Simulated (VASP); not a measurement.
# CaF4 (I4/mmm) in VASP: single point with PBE+D3(BJ)

Aim: the single point of CaF4 with PBE+D3(BJ).

Everything below comes from runs of VASP 6.6.1. Logs are shortened: lines on timing, memory, paths and dates and some standing lists are left out, and cuts for length are marked.

**1. The cell of the first run**

It takes space group I4/mmm (No. 139, tetragonal). The conventional cell has a = 4.495 Å, b = 4.495 Å, c = 7.244 Å, α = 90.00°, β = 90.00°, γ = 90.00°. Ca (site symmetry 4/mmm) has 6 F at 2.25 to 2.31 Å within 3.0 Å. F (site symmetry 4mm) has 5 Ca at 2.31 to 3.44 Å and 13 F at 2.60 to 3.33 Å within 3.5 Å. Within 3.0 Å of F (site symmetry mmm) lie 2 Ca at 2.25 Å and 4 F at 2.60 Å.

**2. Single point, PBE+D3(BJ), collinear spin**

Input file INCAR:

```
SYSTEM = CaF4
  PREC = Accurate
  ENCUT = 520
  EDIFF = 1E-6
  ISMEAR = 0
  SIGMA = 0.1
  LREAL = .False.
  LASPH = .True.
  NELM = 150
  ALGO = Normal
  ISIF = 2
  LWAVE = .False.
  LCHARG = .False.
  ISPIN = 2
  MAGMOM = 0 0.6 0.6 0.46 0.46
  LORBIT = 11
  GGA = PE
  IVDW = 12
  NBANDS = 31
```

Input file KPOINTS:

```
Automatic mesh
0
Gamma
  6 6 6
  0 0 0
```

Input file POSCAR:

```
CaF4
1.0
   -2.2475314476      2.2475314476      3.6219377428
    2.2475314476     -2.2475314476      3.6219377428
    2.2475314476      2.2475314476     -3.6219377428
Ca F
1 4
Direct
    0.0000000000      0.0000000000      0.0000000000
    0.3189803008      0.3189803008      0.0000000000
    0.6810196992      0.6810196992      0.0000000000
    0.5000000000      0.0000000000      0.5000000000
    0.0000000000      0.5000000000      0.5000000000
```

Potentials or basis: VASP PAW PBE potentials, release 64 (Ca_sv, F).

On the command line:

```
> cat potpaw_PBE.64/Ca_sv/POTCAR potpaw_PBE.64/F/POTCAR > POTCAR
> mpirun -np 1 vasp_std > vasp.out
```

OUTCAR:

```text
SYSTEM = CaF4
   PREC = Accurate
   ENCUT = 520
   EDIFF = 1E-6
   ISMEAR = 0
   LREAL = .False.
   LASPH = .True.
   NELM = 150
   ISIF = 2
   ISPIN = 2
   LORBIT = 11
   GGA = PE
   IVDW = 12
 IVDW          = 12

 ion  position               nearest neighbor table
   1  0.000  0.000  0.000-   4 2.25   5 2.25   5 2.25   4 2.25   2 2.31   3 2.31
   2  0.319  0.319  0.000-   1 2.31
   3  0.681  0.681  0.000-   1 2.31
   4  0.500  0.000  0.500-   1 2.25   1 2.25
   5  0.000  0.500  0.500-   1 2.25   1 2.25

  LATTYP: Found a body centered tetragonal cell.
 ALAT       =     4.4950628952
 C/A-ratio  =     1.6115181599

  Lattice vectors:

 A1 = (  -2.2475314476,   2.2475314476,   3.6219377428)
 A2 = (   2.2475314476,  -2.2475314476,   3.6219377428)
 A3 = (   2.2475314476,   2.2475314476,  -3.6219377428)

Analysis of symmetry for initial positions (statically):
=====================================================================
 Subroutine PRICEL returns:
 Original cell was already a primitive cell.

 Routine SETGRP: Setting up the symmetry group for a
 body centered tetragonal supercell.

 Subroutine GETGRP returns: Found 16 space group operations
 (whereof 16 operations were pure point group operations)
 out of a pool of 16 trial point group operations.

The static configuration has the point symmetry D_4h.

Analysis of symmetry for dynamics (positions and initial velocities):
=====================================================================
 Subroutine PRICEL returns:
 Original cell was already a primitive cell.

 Routine SETGRP: Setting up the symmetry group for a
 body centered tetragonal supercell.

 Subroutine GETGRP returns: Found 16 space group operations
 (whereof 16 operations were pure point group operations)
 out of a pool of 16 trial point group operations.

The dynamic configuration has the point symmetry D_4h.

Analysis of structural, dynamic, and magnetic symmetry:
=====================================================================
 Subroutine PRICEL returns:
 Original cell was already a primitive cell.

 Routine SETGRP: Setting up the symmetry group for a
 body centered tetragonal supercell.

 Subroutine GETGRP returns: Found 16 space group operations
 (whereof 16 operations were pure point group operations)
 out of a pool of 16 trial point group operations.

The overall configuration has the point symmetry D_4h.

 Subroutine INISYM returns: Found 16 space group operations
 (whereof 16 operations are pure point group operations),
 and found     1 'primitive' translations

----------------------------------------------------------------------------------------

                                     Primitive cell

  volume of cell :      73.1834

  direct lattice vectors                    reciprocal lattice vectors
    -2.247531448  2.247531448  3.621937743     0.000000000  0.222466298  0.138047652
     2.247531448 -2.247531448  3.621937743     0.222466298  0.000000000  0.138047652
     2.247531448  2.247531448 -3.621937743     0.222466298  0.222466298  0.000000000

  length of vectors
     4.818840963  4.818840963  4.818840963     0.261817508  0.261817508  0.314614855

  position of ions in fractional coordinates (direct lattice)
     0.000000000  0.000000000  0.000000000
     0.318980301  0.318980301  0.000000000
     0.681019699  0.681019699  0.000000000
     0.500000000  0.000000000  0.500000000
     0.000000000  0.500000000  0.500000000

  ion indices of the primitive-cell ions
   primitive index   ion index
                 1           1
                 2           2
                 3           3
                 4           4
                 5           5

----------------------------------------------------------------------------------------

 KPOINTS: Automatic mesh

Automatic generation of k-mesh.
 Grid dimensions read from file:
 generate k-points for:    6    6    6

 Generating k-lattice:

  Cartesian coordinates                     Fractional coordinates (reciprocal lattice)
     0.000000000  0.037077716  0.023007942     0.166666667  0.000000000  0.000000000
     0.037077716  0.000000000  0.023007942     0.000000000  0.166666667  0.000000000
     0.037077716  0.037077716  0.000000000     0.000000000  0.000000000  0.166666667

  Length of vectors
     0.043636251  0.043636251  0.052435809

  Shift w.r.t. Gamma in fractional coordinates (k-lattice)
     0.000000000  0.000000000  0.000000000

 Subroutine IBZKPT returns following result:
 ===========================================

 Found     30 irreducible k-points:

 Following reciprocal coordinates:
            Coordinates               Weight
  0.000000  0.000000  0.000000      1.000000
  0.166667  0.000000 -0.000000      8.000000
  0.333333 -0.000000  0.000000      8.000000
  0.500000 -0.000000  0.000000      4.000000
  0.166667  0.166667  0.000000      8.000000
  0.333333  0.166667  0.000000     16.000000
[... 16 lines left out ...]
 -0.333333 -0.333333  0.166667      8.000000
 -0.166667 -0.333333  0.166667      8.000000
 [... further k-points ...]
   k-points           NKPTS =     30   k-points in BZ     NKDIM =     30   number of bands    NBANDS=     31
   number of dos      NEDOS =    301   number of ions     NIONS =      5
   total plane-waves  NPLWV =  46656
   dimension x,y,z NGX =    36 NGY =   36 NGZ =   36
   dimension x,y,z NGXF=    72 NGYF=   72 NGZF=   72
   ions per type =               1   4
   NGX,Y,Z   is equivalent  to a cutoff of  12.42, 12.42, 12.42 a.u.
   NGXF,Y,Z  is equivalent  to a cutoff of  24.84, 24.84, 24.84 a.u.
 SYSTEM =  CaF4
   PREC   = accura    normal or accurate (medium, high low for compatibility)
   ISTART =      0    job   : 0-new  1-cont  2-samecut
   ICHARG =      2    charge: 1-file 2-atom 10-const
   ISPIN  =      2    spin polarized calculation?
   LNONCOLLINEAR =      F non collinear calculations
   LSORBIT =      F    spin-orbit coupling
   LASPH  =      T    aspherical Exc in radial PAW
   ENCUT  =  520.0 eV  38.22 Ry    6.18 a.u.   8.96  8.96  8.96*2*pi/ulx,y,z
   NELM   =    150;   NELMIN=  2; NELMDL= -5     # of ELM steps
   EDIFF  = 0.1E-05   stopping-criterion for ELM
   LREAL  =      F    real-space projection
   EDIFFG = 0.1E-04   stopping-criterion for IOM
   NSW    =      0    number of steps for IOM
   IBRION =     -1    ionic relax: 0-MD 1-quasi-New 2-CG
   NFREE  =      0    steps in history (QN), initial steepest desc. (CG)
   ISIF   =      2    stress and relaxation
   ISYM   =      2    0-nonsym 1-usesym 2-fastsym
   POTIM  = 0.5000    time-step for ionic-motion
   TEBEG  =    0.0;   TEEND  =   0.0 temperature during run
   PSTRESS=    0.0 pullay stress
   NELECT =      38.0000    total number of electrons
   NUPDOWN=      -1.0000    fix difference up-down
   EMIN   =  10.00;   EMAX   =-10.00  energy-range for DOS
   EFERMI =   0.00;   METHOD = LEGACY
   ISMEAR =     0;   SIGMA  =   0.10  broadening in eV -4-tet -1-fermi 0-gaus
   EFERMI_NEDOS =   21; number of points for ismear=-14 and -15
   IALGO  =     38    algorithm
   IMIX   =      4    mixing-type and parameters
     AMIX     =   0.40;   BMIX     =  1.00
     AMIX_MAG =   1.60;   BMIX_MAG =  1.00
  volume/ion in A,a.u.               =      14.64        98.77
  Fermi-wavevector in a.u.,A,eV,Ry     =   1.315826  2.486551 23.557107  1.731399
  Thomas-Fermi vector in A             =   2.445981
   LORBIT       =     11    0 simple, 1 ext, 2 COOP (PROOUT), +10 PAW based schemes
   GGA     = PE    functional components
   LHFCALC =     F    Hartree Fock is set to
   AEXX    =    0.0000 exact exchange contribution
   IVDW    =    12    specifies the selected vdW correction
   LEPSILON=     F    determine dielectric tensor
   LRPA    =     F    only Hartree local field effects (RPA)
 spin polarized calculation
 Gauss-broadening in eV      SIGMA  =   0.10
  energy-cutoff  :      520.00
  volume of cell :       73.18
 maximum number of plane-waves:      1998
   NGX = 17   NGY = 17   NGZ = 17

 number of electron      38.0000011 magnetization       2.0000022

 Free energy of the ion-electron system (eV)
  ---------------------------------------------------
  ext. energy  EPLUGINS =         0.00000000
  ---------------------------------------------------
  free energy    TOTEN  =       -19.24945166 eV

  energy without entropy =      -19.21572418  energy(sigma->0) =      -19.23258792

 E-fermi :  -2.9083     XC(G=0):  -8.8821

 val. band max:       -2.9101006282   @ k =   0.3333   0.1667   0.1667
 cond. band min:      -2.9018852116   @ k =   0.0000   0.0000   0.0000
 fundamental gap:      0.0082154166
 Fermi energy:        -2.9082771067

 spin component 1

 k-point     1 :       0.0000    0.0000    0.0000
  band No.  band energies     occupation
      1     -39.0413      1.00000
      2     -23.7481      1.00000
      3     -23.3557      1.00000
      4     -23.2702      1.00000
      5     -23.0282      1.00000
      6     -20.1388      1.00000
[... 23 lines left out ...]
     30      14.7722      0.00000
     31      15.1545      0.00000

 k-point     2 :       0.1667    0.0000   -0.0000
  band No.  band energies     occupation
      1     -39.0399      1.00000
      2     -23.7616      1.00000
      3     -23.4014      1.00000
      4     -23.2574      1.00000
      5     -23.0794      1.00000
      6     -20.1386      1.00000
[... 23 lines left out ...]
     30      14.3353      0.00000
     31      14.8540      0.00000

 k-point     3 :       0.3333   -0.0000    0.0000
  band No.  band energies     occupation
      1     -39.0371      1.00000
      2     -23.8176      1.00000
      3     -23.4335      1.00000
      4     -23.2565      1.00000
      5     -23.1668      1.00000
      6     -20.1381      1.00000
[... 703 lines left out ...]
     30      14.1065      0.00000
     31      15.2565      0.00000

 k-point    24 :      -0.1667   -0.3333    0.1667
  band No.  band energies     occupation
      1     -39.0393      1.00000
      2     -23.7687      1.00000
      3     -23.4098      1.00000
      4     -23.1847      1.00000
      5     -23.1461      1.00000
      6     -20.1409      1.00000
[... 23 lines left out ...]
     30      13.5427      0.00000
     31      15.8944      0.00000

 [... further k-points ...]

 spin component 2

 k-point     1 :       0.0000    0.0000    0.0000
  band No.  band energies     occupation
      1     -39.0487      1.00000
      2     -22.9296      1.00000
      3     -22.6113      1.00000
      4     -22.3121      1.00000
      5     -22.0959      1.00000
      6     -20.1454      1.00000
[... 23 lines left out ...]
     30      14.8835      0.00000
     31      15.4371      0.00000

 k-point     2 :       0.1667    0.0000   -0.0000
  band No.  band energies     occupation
      1     -39.0474      1.00000
      2     -22.9675      1.00000
      3     -22.6662      1.00000
      4     -22.3089      1.00000
      5     -22.1359      1.00000
      6     -20.1452      1.00000
[... 23 lines left out ...]
     30      14.5271      0.00000
     31      14.9939      0.00000

 k-point     3 :       0.3333   -0.0000    0.0000
  band No.  band energies     occupation
      1     -39.0448      1.00000
      2     -23.0920      1.00000
      3     -22.6832      1.00000
      4     -22.3622      1.00000
      5     -22.1601      1.00000
      6     -20.1448      1.00000
[... 703 lines left out ...]
     30      14.3024      0.00000
     31      15.4292      0.00000

 k-point    24 :      -0.1667   -0.3333    0.1667
  band No.  band energies     occupation
      1     -39.0468      1.00000
      2     -22.9699      1.00000
      3     -22.6749      1.00000
      4     -22.2968      1.00000
      5     -22.1461      1.00000
      6     -20.1475      1.00000
[... 23 lines left out ...]
     30      13.7504      0.00000
     31      16.0425      0.00000

 [... further k-points ...]

------------------------ aborting loop because EDIFF is reached ----------------------------------------

 Edisp (eV)   -0.45210

 E8    (eV) :    -0.1704

  FORCE on cell =-STRESS in cart. coord.  units (eV):
  Direction    XX          YY          ZZ          XY          YZ          ZX
  --------------------------------------------------------------------------------------
  -------------------------------------------------------------------------------------
  Total       0.02923     0.02923     0.05796     0.00000    -0.00000     0.00000
  in kB       0.63989     0.63989     1.26881     0.00000    -0.00000     0.00000
  external pressure =        0.85 kB  Pullay stress =        0.00 kB

 VOLUME and BASIS-vectors are now :
 -----------------------------------------------------------------------------
  energy-cutoff  :      520.00
  volume of cell :       73.18
      direct lattice vectors                 reciprocal lattice vectors
    -2.247531448  2.247531448  3.621937743     0.000000000  0.222466298  0.138047652
     2.247531448 -2.247531448  3.621937743     0.222466298  0.000000000  0.138047652
     2.247531448  2.247531448 -3.621937743     0.222466298  0.222466298  0.000000000

 POSITION                                       TOTAL-FORCE (eV/Angst)
 -----------------------------------------------------------------------------------
      0.00000      0.00000      0.00000         0.000000      0.000000      0.000000
      0.00000      0.00000      2.31065        -0.000000     -0.000000      0.038061
      0.00000      0.00000      4.93322        -0.000000     -0.000000     -0.038061
      0.00000      2.24753      0.00000         0.000000      0.000000      0.000000
      2.24753      0.00000      0.00000         0.000000      0.000000      0.000000
 -----------------------------------------------------------------------------------
    total drift:                               -0.000000     -0.000000      0.000000

  FREE ENERGIE OF THE ION-ELECTRON SYSTEM (eV)
  ---------------------------------------------------
  free  energy   TOTEN  =       -19.7015563673 eV

  energy  without entropy=      -19.6678288962  energy(sigma->0) =      -19.68469263

 total charge

# of ion       s       p       d       tot
------------------------------------------
    1        2.022   5.874   0.220   8.117
    2        1.753   4.156   0.000   5.908
    3        1.753   4.156   0.000   5.908
    4        1.748   4.234   0.000   5.982
    5        1.748   4.234   0.000   5.982
--------------------------------------------------
tot          9.023  22.653   0.220  31.897

 magnetization (x)

# of ion       s       p       d       tot
------------------------------------------
    1       -0.001  -0.001  -0.008  -0.010
    2        0.003   0.521   0.000   0.523
    3        0.003   0.521   0.000   0.523
    4        0.002   0.382   0.000   0.385
    5        0.002   0.382   0.000   0.385
--------------------------------------------------
tot          0.009   1.805  -0.008   1.806
```

Wall time 3.9 min (1 thread of Intel Xeon 8259CL, shared host); peak memory 0.31 GiB.

Results:

```
Free energy                                           : -19.7016 eV
Pressure                                              : 0.1 GPa
Largest force                                         : 0.038 eV/Å
Band gap on the k mesh                                : zero (filled and empty bands overlap)
Net moment                                            : 2.00 μB per cell
Site moments                                          : Ca -0.01; F +0.52, +0.39 (each value once) μB
Valence electrons inside the program's atomic spheres : Ca 8.12; F 5.91, 5.98 (each value once)
Dispersion energy per atom                            : -0.090 eV
```

Forces on the atoms (eV/Å):
```
Ca   0.000  0.000  0.000
F    0.000  0.000  0.038
F    0.000  0.000 -0.038
F    0.000  0.000  0.000
F    0.000  0.000  0.000
```

Levels at points of the mesh, in eV from the Fermi level:
Spin up:
| k point | band 16 | band 17 | band 18 | band 19 | band 20 | band 21 | band 22 | band 23 | band 24 | band 25 |
| --- | --- | --- | --- | --- | --- | --- | --- | --- | --- | --- |
| (0.00, 0.00, 0.00) | -1.52 | -1.52 | -0.83 | -0.83 | -0.60 | 8.11 | 8.81 | 9.03 | 9.03 | 10.28 |
| (0.50, 0.00, 0.00) | -1.48 | -1.09 | -1.08 | -0.94 | -0.89 | 9.09 | 9.26 | 9.45 | 10.36 | 10.96 |
| (0.50, 0.50, 0.00) | -1.56 | -1.22 | -1.04 | -0.84 | -0.82 | 9.35 | 9.64 | 9.71 | 10.90 | 11.97 |
| (0.50, 0.50, 0.50) | -1.48 | -1.36 | -0.93 | -0.93 | -0.84 | 9.07 | 9.23 | 9.23 | 10.06 | 10.17 |
Spin down:
| k point | band 15 | band 16 | band 17 | band 18 | band 19 | band 20 | band 21 | band 22 |
| --- | --- | --- | --- | --- | --- | --- | --- | --- |
| (0.00, 0.00, 0.00) | -1.01 | -0.80 | -0.80 | 0.01 | 0.43 | 0.43 | 8.28 | 8.82 |
| (0.50, 0.00, 0.00) | -0.78 | -0.46 | -0.32 | -0.19 | 0.11 | 0.30 | 9.12 | 9.38 |
| (0.50, 0.50, 0.00) | -0.39 | -0.37 | -0.36 | -0.28 | 0.02 | 0.17 | 9.48 | 9.74 |
| (0.50, 0.50, 0.50) | -0.71 | -0.28 | -0.27 | -0.27 | 0.30 | 0.30 | 9.07 | 9.23 |
